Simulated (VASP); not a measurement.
# Ni (Fm-3m) in VASP: a series of runs

Ni is run at these levels: PBEsol; tasks: single point.

All numbers are computed with VASP 6.6.1; they aren't measurements. Logs are shortened: lines on timing, memory, paths and dates and some standing lists are left out, and cuts for length are marked.

## Step 1: The cell of the first run

It takes space group Fm-3m (No. 225, cubic). Conventional cell: a = 3.543 Å, b = 3.543 Å, c = 3.543 Å, α = 90.00°, β = 90.00°, γ = 90.00°. Within 3.3 Å of Ni (site symmetry m-3m) lie 12 Ni at 2.51 Å.

## Step 2: Single point, PBEsol, collinear spin, zero start

Contents of INCAR:

```
PREC = Accurate ; ENCUT = 520
EDIFF = 1E-6 ; ISMEAR = -1
SIGMA = 0.1 ; LREAL = False
LASPH = True ; NELM = 150
ALGO = Normal ; ISIF = 2
LWAVE = False ; LCHARG = False
ISPIN = 2 ; MAGMOM = 0
LORBIT = 11 ; NUPDOWN = 0.0
LMAXMIX = 4 ; GGA = PS
NBANDS = 15
```

Contents of KPOINTS:

```
regular mesh
0
Gamma
  15 15 15
```

Contents of POSCAR:

```
Ni
1.0
    0.0000000000      1.7716500000      1.7716500000
    1.7716500000      0.0000000000      1.7716500000
    1.7716500000      1.7716500000      0.0000000000
Ni
1
Direct
    0.0000000000      0.0000000000      0.0000000000
```

Potentials or basis: VASP PAW PBE potentials, release 64 (Ni).

The run is started by

```bash
$ cat potpaw_PBE.64/Ni/POTCAR > POTCAR
$ mpirun -np 1 vasp_std > vasp.out
```

OUTCAR:

```text
PREC = Accurate
   ENCUT = 520
   EDIFF = 1E-6
   ISMEAR = -1
   LREAL = False
   LASPH = True
   NELM = 150
   ISIF = 2
   ISPIN = 2
   LORBIT = 11
   NUPDOWN = 0.0
   GGA = PS

 ion  position               nearest neighbor table
   1  0.000  0.000  0.000-

  LATTYP: Found a face centered cubic cell.
 ALAT       =     3.5433000000

  Lattice vectors:

 A1 = (   0.0000000000,   1.7716500000,   1.7716500000)
 A2 = (   1.7716500000,   0.0000000000,   1.7716500000)
 A3 = (   1.7716500000,   1.7716500000,   0.0000000000)

Analysis of symmetry for initial positions (statically):
=====================================================================
 Subroutine PRICEL returns:
 Original cell was already a primitive cell.

 Routine SETGRP: Setting up the symmetry group for a
 face centered cubic supercell.

 Subroutine GETGRP returns: Found 48 space group operations
 (whereof 48 operations were pure point group operations)
 out of a pool of 48 trial point group operations.

The static configuration has the point symmetry O_h .

Analysis of symmetry for dynamics (positions and initial velocities):
=====================================================================
 Subroutine PRICEL returns:
 Original cell was already a primitive cell.

 Routine SETGRP: Setting up the symmetry group for a
 face centered cubic supercell.

 Subroutine GETGRP returns: Found 48 space group operations
 (whereof 48 operations were pure point group operations)
 out of a pool of 48 trial point group operations.

The dynamic configuration has the point symmetry O_h .

Analysis of structural, dynamic, and magnetic symmetry:
=====================================================================
 Subroutine PRICEL returns:
 Original cell was already a primitive cell.

 Routine SETGRP: Setting up the symmetry group for a
 face centered cubic supercell.

 Subroutine GETGRP returns: Found 48 space group operations
 (whereof 48 operations were pure point group operations)
 out of a pool of 48 trial point group operations.

The overall configuration has the point symmetry O_h .

 Subroutine INISYM returns: Found 48 space group operations
 (whereof 48 operations are pure point group operations),
 and found     1 'primitive' translations

----------------------------------------------------------------------------------------

                                     Primitive cell

  volume of cell :      11.1215

  direct lattice vectors                    reciprocal lattice vectors
     0.000000000  1.771650000  1.771650000    -0.282222787  0.282222787  0.282222787
     1.771650000  0.000000000  1.771650000     0.282222787 -0.282222787  0.282222787
     1.771650000  1.771650000  0.000000000     0.282222787  0.282222787 -0.282222787

  length of vectors
     2.505491458  2.505491458  2.505491458     0.488824206  0.488824206  0.488824206

  position of ions in fractional coordinates (direct lattice)
     0.000000000  0.000000000  0.000000000

  ion indices of the primitive-cell ions
   primitive index   ion index
                 1           1

----------------------------------------------------------------------------------------

 KPOINTS: regular mesh

Automatic generation of k-mesh.
 Grid dimensions read from file:
 generate k-points for:   15   15   15

 Generating k-lattice:

  Cartesian coordinates                     Fractional coordinates (reciprocal lattice)
    -0.018814852  0.018814852  0.018814852     0.066666667  0.000000000  0.000000000
     0.018814852 -0.018814852  0.018814852     0.000000000  0.066666667  0.000000000
     0.018814852  0.018814852 -0.018814852     0.000000000  0.000000000  0.066666667

  Length of vectors
     0.032588280  0.032588280  0.032588280

  Shift w.r.t. Gamma in fractional coordinates (k-lattice)
     0.000000000  0.000000000  0.000000000

 Subroutine IBZKPT returns following result:
 ===========================================

 Found    120 irreducible k-points:

 Following reciprocal coordinates:
            Coordinates               Weight
  0.000000  0.000000  0.000000      1.000000
  0.066667  0.000000  0.000000      8.000000
  0.133333  0.000000  0.000000      8.000000
  0.200000  0.000000  0.000000      8.000000
  0.266667  0.000000  0.000000      8.000000
  0.333333  0.000000  0.000000      8.000000
[... 16 lines left out ...]
  0.133333  0.133333  0.000000      6.000000
  0.200000  0.133333  0.000000     24.000000
 [... further k-points ...]
   k-points           NKPTS =    120   k-points in BZ     NKDIM =    120   number of bands    NBANDS=     15
   number of dos      NEDOS =    301   number of ions     NIONS =      1
   total plane-waves  NPLWV =   8000
   dimension x,y,z NGX =    20 NGY =   20 NGZ =   20
   dimension x,y,z NGXF=    40 NGYF=   40 NGZF=   40
   ions per type =               1
   NGX,Y,Z   is equivalent  to a cutoff of  13.27, 13.27, 13.27 a.u.
   NGXF,Y,Z  is equivalent  to a cutoff of  26.54, 26.54, 26.54 a.u.
 SYSTEM =  unknown system
   PREC   = accura    normal or accurate (medium, high low for compatibility)
   ISTART =      0    job   : 0-new  1-cont  2-samecut
   ICHARG =      2    charge: 1-file 2-atom 10-const
   ISPIN  =      2    spin polarized calculation?
   LNONCOLLINEAR =      F non collinear calculations
   LSORBIT =      F    spin-orbit coupling
   LASPH  =      T    aspherical Exc in radial PAW
   ENCUT  =  520.0 eV  38.22 Ry    6.18 a.u.   4.66  4.66  4.66*2*pi/ulx,y,z
   NELM   =    150;   NELMIN=  2; NELMDL= -5     # of ELM steps
   EDIFF  = 0.1E-05   stopping-criterion for ELM
   LREAL  =      F    real-space projection
   EDIFFG = 0.1E-04   stopping-criterion for IOM
   NSW    =      0    number of steps for IOM
   IBRION =     -1    ionic relax: 0-MD 1-quasi-New 2-CG
   NFREE  =      0    steps in history (QN), initial steepest desc. (CG)
   ISIF   =      2    stress and relaxation
   ISYM   =      2    0-nonsym 1-usesym 2-fastsym
   POTIM  = 0.5000    time-step for ionic-motion
   TEBEG  =    0.0;   TEEND  =   0.0 temperature during run
   PSTRESS=    0.0 pullay stress
   NELECT =      10.0000    total number of electrons
   NUPDOWN=       0.0000    fix difference up-down
   EMIN   =  10.00;   EMAX   =-10.00  energy-range for DOS
   EFERMI =   0.00;   METHOD = LEGACY
   ISMEAR =    -1;   SIGMA  =   0.10  broadening in eV -4-tet -1-fermi 0-gaus
   EFERMI_NEDOS =   21; number of points for ismear=-14 and -15
   IALGO  =     38    algorithm
   IMIX   =      4    mixing-type and parameters
     AMIX     =   0.40;   BMIX     =  1.00
     AMIX_MAG =   1.60;   BMIX_MAG =  1.00
  volume/ion in A,a.u.               =      11.12        75.05
  Fermi-wavevector in a.u.,A,eV,Ry     =   1.580108  2.985972 33.970248  2.496743
  Thomas-Fermi vector in A             =   2.680386
   LORBIT       =     11    0 simple, 1 ext, 2 COOP (PROOUT), +10 PAW based schemes
   GGA     = PS    functional components
   LHFCALC =     F    Hartree Fock is set to
   AEXX    =    0.0000 exact exchange contribution
   IVDW    =     0    specifies the selected vdW correction
   LEPSILON=     F    determine dielectric tensor
   LRPA    =     F    only Hartree local field effects (RPA)
 spin polarized calculation
  energy-cutoff  :      520.00
  volume of cell :       11.12
 maximum number of plane-waves:       310
   NGX =  9   NGY =  9   NGZ =  9

 number of electron      10.0000009 magnetization       0.0000000

 number of electron      10.0000009 magnetization      -0.0000000

 Free energy of the ion-electron system (eV)
  ---------------------------------------------------
  ext. energy  EPLUGINS =         0.00000000
  ---------------------------------------------------
  free energy    TOTEN  =        -6.09937796 eV

  energy without entropy =       -6.01132646  energy(sigma->0) =       -6.05535221

 E-fermi :   8.7231     XC(G=0): -13.3038

 val. band max:        8.7229261834   @ k =  -0.3333   0.4000   0.1333
 cond. band min:       8.7294597914   @ k =  -0.4000   0.4000   0.1333
 fundamental gap:      0.0065336081
 Fermi energy:         8.7231127908

 spin component 1

 k-point     1 :       0.0000    0.0000    0.0000
  band No.  band energies     occupation
      1      -0.0322      1.00000
      2       6.8961      1.00000
      3       6.8961      1.00000
      4       6.8961      1.00000
      5       7.9736      0.99944
      6       7.9736      0.99944
      7      32.3315      0.00000
      8      36.0599      0.00000
      9      36.0599      0.00000
     10      36.0599      0.00000
     11      38.9709      0.00000
     12      38.9709      0.00000
     13      38.9709      0.00000
     14      41.9319      0.00000
     15      48.0882      0.00000

 k-point     2 :       0.0667    0.0000    0.0000
  band No.  band energies     occupation
      1       0.1389      1.00000
      2       6.8501      1.00000
      3       6.9344      1.00000
      4       6.9344      1.00000
      5       7.9574      0.99953
      6       7.9574      0.99953
      7      31.7158      0.00000
      8      34.1904      0.00000
      9      35.6604      0.00000
     10      35.6604      0.00000
     11      39.5675      0.00000
     12      39.5675      0.00000
     13      40.0823      0.00000
     14      43.3521      0.00000
     15      46.5124      0.00000
[... 365 lines left out ...]
      3       7.1479      1.00000
      4       7.1479      1.00000
      5       7.6929      0.99997
      6       8.0867      0.99828
      7      30.9304      0.00000
      8      31.9081      0.00000
      9      31.9081      0.00000
     10      33.1619      0.00000
     11      39.5039      0.00000
     12      42.3364      0.00000
     13      43.0720      0.00000
     14      43.0720      0.00000
     15      46.6792      0.00000

 k-point    24 :       0.2000    0.1333    0.0000
  band No.  band energies     occupation
      1       1.4496      1.00000
      2       6.4238      1.00000
      3       7.2363      1.00000
      4       7.2706      1.00000
      5       7.6344      0.99998
      6       8.1487      0.99681
      7      28.3061      0.00000
      8      30.8073      0.00000
      9      31.3081      0.00000
     10      33.5438      0.00000
     11      37.7778      0.00000
     12      42.3261      0.00000
     13      44.0412      0.00000
     14      44.6284      0.00000
     15      49.2856      0.00000

 [... further k-points ...]

 spin component 2

 k-point     1 :       0.0000    0.0000    0.0000
  band No.  band energies     occupation
      1      -0.0322      1.00000
      2       6.8961      1.00000
      3       6.8961      1.00000
      4       6.8961      1.00000
      5       7.9736      0.99944
      6       7.9736      0.99944
      7      32.3315      0.00000
      8      36.0599      0.00000
      9      36.0599      0.00000
     10      36.0599      0.00000
     11      38.9708      0.00000
     12      38.9708      0.00000
     13      38.9709      0.00000
     14      41.9319      0.00000
     15      48.0882      0.00000

 k-point     2 :       0.0667    0.0000    0.0000
  band No.  band energies     occupation
      1       0.1389      1.00000
      2       6.8501      1.00000
      3       6.9344      1.00000
      4       6.9344      1.00000
      5       7.9574      0.99953
      6       7.9574      0.99953
      7      31.7158      0.00000
      8      34.1904      0.00000
      9      35.6604      0.00000
     10      35.6604      0.00000
     11      39.5675      0.00000
     12      39.5675      0.00000
     13      40.0823      0.00000
     14      43.3521      0.00000
     15      46.5124      0.00000
[... 365 lines left out ...]
      3       7.1479      1.00000
      4       7.1479      1.00000
      5       7.6929      0.99997
      6       8.0867      0.99828
      7      30.9304      0.00000
      8      31.9081      0.00000
      9      31.9081      0.00000
     10      33.1619      0.00000
     11      39.5039      0.00000
     12      42.3364      0.00000
     13      43.0720      0.00000
     14      43.0720      0.00000
     15      46.6792      0.00000

 k-point    24 :       0.2000    0.1333    0.0000
  band No.  band energies     occupation
      1       1.4496      1.00000
      2       6.4238      1.00000
      3       7.2363      1.00000
      4       7.2706      1.00000
      5       7.6344      0.99998
      6       8.1487      0.99681
      7      28.3061      0.00000
      8      30.8073      0.00000
      9      31.3081      0.00000
     10      33.5438      0.00000
     11      37.7778      0.00000
     12      42.3261      0.00000
     13      44.0412      0.00000
     14      44.6284      0.00000
     15      49.2852      0.00000

 [... further k-points ...]
[... 5 lines left out ...]
  --------------------------------------------------------------------------------------
  -------------------------------------------------------------------------------------
  Total       -0.9574531     -0.9574531     -0.9574531     -0.0000000     -0.0000000      0.0000000
  in kB     -137.9317655   -137.9317655   -137.9317655     -0.0000000     -0.0000000      0.0000000
  external PRESSURE =    -137.9317655 kB  Pullay stress =       0.0000000 kB

 VOLUME and BASIS-vectors are now :
 -----------------------------------------------------------------------------
  energy-cutoff  :      520.00
  volume of cell :       11.12
      direct lattice vectors                 reciprocal lattice vectors
     0.000000000  1.771650000  1.771650000    -0.282222787  0.282222787  0.282222787
     1.771650000  0.000000000  1.771650000     0.282222787 -0.282222787  0.282222787
     1.771650000  1.771650000  0.000000000     0.282222787  0.282222787 -0.282222787

 POSITION                                       TOTAL-FORCE (eV/Angst)
 -----------------------------------------------------------------------------------
      0.00000      0.00000      0.00000        -0.000000      0.000000      0.000000
 -----------------------------------------------------------------------------------
    total drift:                                0.000000      0.000000      0.000000

  FREE ENERGIE OF THE ION-ELECTRON SYSTEM (eV)
  ---------------------------------------------------
  free  energy   TOTEN  =        -6.0993779621 eV

  energy  without entropy=       -6.0113264621  energy(sigma->0) =       -6.05535221

 total charge

# of ion       s       p       d       tot
------------------------------------------
    1        0.487   0.479   8.311   9.277

 magnetization (x)

# of ion       s       p       d       tot
------------------------------------------
    1        0.000   0.000  -0.000   0.000
```

Run time: 25 s. Hardware: 1 thread of Intel Xeon Platinum 8375C at 2.90GHz (Ice Lake), shared host; peak memory 0.15 GiB.

What came out:

```
Free energy                                           : -6.0994 eV
Pressure                                              : -13.8 GPa
Net moment                                            : 0.00 μB per cell
Valence electrons inside the program's atomic spheres : Ni 9.28
```

Caveat: the PAW data sets were made with another functional, which shifts forces and pressure a little; the total moment is fixed, so each spin has its own Fermi level.

## Step 3: Single point, PBEsol, collinear spin, ferromagnetic start

Contents of INCAR:

```
PREC     = Accurate       # precision mode
ENCUT    = 520            # plane-wave cutoff, eV
EDIFF    = 1E-7           # SCF threshold, eV
ISMEAR   = -1             # smearing method
SIGMA    = 0.1            # smearing width, eV
LREAL    = False          # projectors in reciprocal space
LASPH    = True           # aspherical terms in the spheres
NELM     = 150            # most SCF steps
ALGO     = Normal         # electronic algorithm
ISIF     = 2              # what is computed and relaxed
LWAVE    = False          # write WAVECAR
LCHARG   = False          # write CHGCAR
ISPIN    = 2              # spin polarisation
MAGMOM   = 2              # initial moments
LORBIT   = 11             # projections on sites
LMAXMIX  = 4              # l up to which the mixer works
GGA      = PS             # functional
NBANDS   = 15             # bands
```

Contents of KPOINTS:

```
Automatic mesh
0
Gamma
  15 15 15
```

POSCAR is that of step 2.

Potentials or basis: VASP PAW PBE potentials, release 64 (Ni).

The run is started by

```bash
$ cat potpaw_PBE.64/Ni/POTCAR > POTCAR
$ mpirun -np 1 vasp_std > vasp.out
```

It took 34 s on 1 thread of Intel Xeon Platinum 8375C at 2.90GHz (Ice Lake), shared host; peak memory 0.15 GiB.

It converged, with:

```yaml
Free_energy: -6.1320 eV
Pressure: -12.8 GPa
Net_moment: 0.63 μB per cell
Site_moments: Ni +0.64 μB
Valence_electrons_inside_the_program's_atomic_spheres: Ni 9.27
```

Levels at points of the mesh, in eV from the Fermi level:
Spin up:
| k point | band 2 | band 3 | band 4 | band 5 | band 6 | band 7 | band 8 | band 9 |
| --- | --- | --- | --- | --- | --- | --- | --- | --- |
| (0.00, 0.00, 0.00) | -2.36 | -2.36 | -2.36 | -1.23 | -1.23 | 23.52 | 27.19 | 27.19 |
Spin down:
| k point | band 1 | band 2 | band 3 | band 4 | band 5 | band 6 | band 7 | band 8 | band 9 | band 10 |
| --- | --- | --- | --- | --- | --- | --- | --- | --- | --- | --- |
| (0.00, 0.00, 0.00) | -8.91 | -1.64 | -1.64 | -1.64 | -0.60 | -0.60 | 23.41 | 27.19 | 27.19 | 27.19 |

Caveat: the PAW data sets were made with another functional, which shifts forces and pressure a little.

## Step 4: Single point, PBEsol, collinear spin, ferromagnetic start

Contents of INCAR:

```
PREC = Accurate ; ENCUT = 520
EDIFF = 1E-6 ; ISMEAR = -1
SIGMA = 0.1 ; LREAL = False
LASPH = True ; NELM = 150
ALGO = Normal ; ISIF = 2
LWAVE = False ; LCHARG = False
ISPIN = 2 ; MAGMOM = 0.48
LORBIT = 11 ; NUPDOWN = 0.48
LMAXMIX = 4 ; GGA = PS
NBANDS = 15
```

KPOINTS is that of step 3.

POSCAR is that of step 3.

The run is started by

```bash
$ cat potpaw_PBE.64/Ni/POTCAR > POTCAR
$ mpirun -np 1 vasp_std > vasp.out
```

Run time: 30 s. Hardware: 1 thread of Intel Xeon Platinum 8375C at 2.90GHz (Ice Lake), shared host; peak memory 0.15 GiB.

Results (log left out):

| Quantity | Value |
| --- | --- |
| Free energy | -6.1241 eV |
| Pressure | -13.3 GPa |
| Net moment | 0.48 μB per cell |
| Site moments | Ni +0.49 μB |
| Valence electrons inside the program's atomic spheres | Ni 9.28 |

Caveat: the PAW data sets were made with another functional, which shifts forces and pressure a little; the total moment is fixed, so each spin has its own Fermi level.

## Step 5: Single point, PBEsol, collinear spin, ferromagnetic start

Contents of INCAR:

```
SYSTEM = Ni
ALGO = Normal
EDIFF = 1E-6
ENCUT = 520
GGA = PS
ISIF = 2
ISMEAR = -1
ISPIN = 2
LASPH = .TRUE.
LCHARG = .FALSE.
LMAXMIX = 4
LORBIT = 11
LREAL = .FALSE.
LWAVE = .FALSE.
MAGMOM = 0.96
NBANDS = 15
NELM = 150
NUPDOWN = 0.96
PREC = Accurate
SIGMA = 0.1
```

Contents of KPOINTS:

```
k-points
0
G
  15 15 15
  0 0 0
```

POSCAR is that of step 4.

The run is started by

```bash
$ cat potpaw_PBE.64/Ni/POTCAR > POTCAR
$ mpirun -np 1 vasp_std > vasp.out
```

It took 32 s on 1 thread of Intel Xeon Platinum 8375C at 2.90GHz (Ice Lake), shared host; peak memory 0.15 GiB.

The run converged. Its results:

- Free energy: -6.0588 eV
- Pressure: -10.2 GPa
- Net moment: 0.96 μB per cell
- Site moments: Ni +0.95 μB
- Valence electrons inside the program's atomic spheres: Ni 9.26

Caveat: the PAW data sets were made with another functional, which shifts forces and pressure a little; the total moment is fixed, so each spin has its own Fermi level.

## Step 6: Overview

```csv
spin,fixed moment (μB),pressure (GPa),moment (μB)
"collinear, zero start",0.0,-13.8,0.00
"collinear, ferromagnetic start",-,-12.8,0.63
"collinear, ferromagnetic start",0.48,-13.3,0.48
"collinear, ferromagnetic start",0.96,-10.2,0.96
```

Alike in all rows: task single point; level PBEsol; potentials or basis VASP PAW PBE potentials, release 64 (Ni); cell as given; k mesh 15 × 15 × 15; cutoff (eV) 520; smearing fermi-dirac 0.1 eV.

Caveats: the PAW data sets were made with another functional, which shifts forces and pressure a little; the total moment is fixed, so each spin has its own Fermi level (some runs).

Total energies depend on the potentials used, so only differences within one code and one set of settings carry meaning.
